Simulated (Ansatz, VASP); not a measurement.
Two plane-wave programs on PbSe

File POSCAR:

```
PbSe
1.0
    0.0000000000      3.1195892417      3.0821295345
    3.1195892417      0.0000000000      3.0821295345
    3.1195892417      3.1195892417      0.0000000000
Pb Se
1 1
Direct
    0.0000000000      0.0000000000      0.0000000000
    0.5000000000      0.5000000000      0.5000000000
```

The input INCAR.step1:

```
PREC = Accurate ; ENCUT = 520
ISMEAR = 0 ; SIGMA = 0.01
LREAL = F ; LASPH = T
NELM = 60 ; NBANDS = 17
GGA = PE ; ALGO = Normal
EDIFF = 1E-4 ; LWAVE = T
LCHARG = F
```

File INCAR.step2:

```
PREC = Accurate ; ENCUT = 520
EDIFF = 1E-7 ; ISMEAR = 0
SIGMA = 0.01 ; LREAL = F
LASPH = T ; NELM = 60
ALGO = Normal ; ISIF = 2
LWAVE = F ; LCHARG = F
METAGGA = R2SCAN ; LMIXTAU = T
NBANDS = 17 ; ISTART = 1
```

KPOINTS

```
regular mesh
0
Gamma
  8 8 8
```

Input for Ansatz:

```yaml
crystal:
  lattice:
    - [0.0, 3.1195892417, 3.0821295345]
    - [3.1195892417, 0.0, 3.0821295345]
    - [3.1195892417, 3.1195892417, 0.0]
  atoms:
    - { symbol: Pb, position: [0.0, 0.0, 0.0] }
    - { symbol: Se, position: [0.5, 0.5, 0.5] }
kpoints:
  mp_grid: { grid: [8, 8, 8] }
  band_path:
    path:
      - [0.0, 0.0, 0.0]
      - [0.5, 0.0, 0.5]
      - [0.625, 0.25, 0.625]
      - [0.375, 0.375, 0.75]
      - [0.5, 0.5, 0.5]
      - [0.5, 0.25, 0.75]
      - [0.0, 0.0, 0.5]
    npoints: 1
hamiltonian:
  xc: r2scan
scf:
  occupations: { method: fixed }
  n_extra_bands: 4
output:
  forces: true
  stress: true
  eigenvalues: true
  write_density: true
  write_potential: true
  elf: true
  volumetric_format: npy
```

Change from the starting cell: epitaxial_xy strain +1.0%.

Alike in both runs: task single point; functional r2SCAN; k mesh 8 × 8 × 8; no spin polarisation.

|  | VASP | Ansatz |
| --- | --- | --- |
| version | VASP 6.6.1 | Ansatz 0.2.0 |
| potentials or method | VASP PAW PBE potentials, release 64 (Pb_d, Se) | plane waves, PAW |
| plane-wave cutoff (eV) | 520 | 500 |
| occupations | gaussian, width 0.01 eV | fixed |
| valence electrons in the cell | 20 | 30 |

```tsv
	VASP	Ansatz	Ansatz less VASP
gap on the k mesh at the Fermi level (eV)	0.72	0.72	-0.006
pressure (GPa)	-0.9	-0.9	0.00
traceless stress, the component that is largest in VASP (GPa)	0.87	0.87	-0.002
```

VASP's potentials were made for PBE, not for r2SCAN. VASP's potentials hold 20 valence electrons a cell and Ansatz's 30, so a difference there can come from the potentials and not from the codes.

Spin-orbit coupling is off throughout.
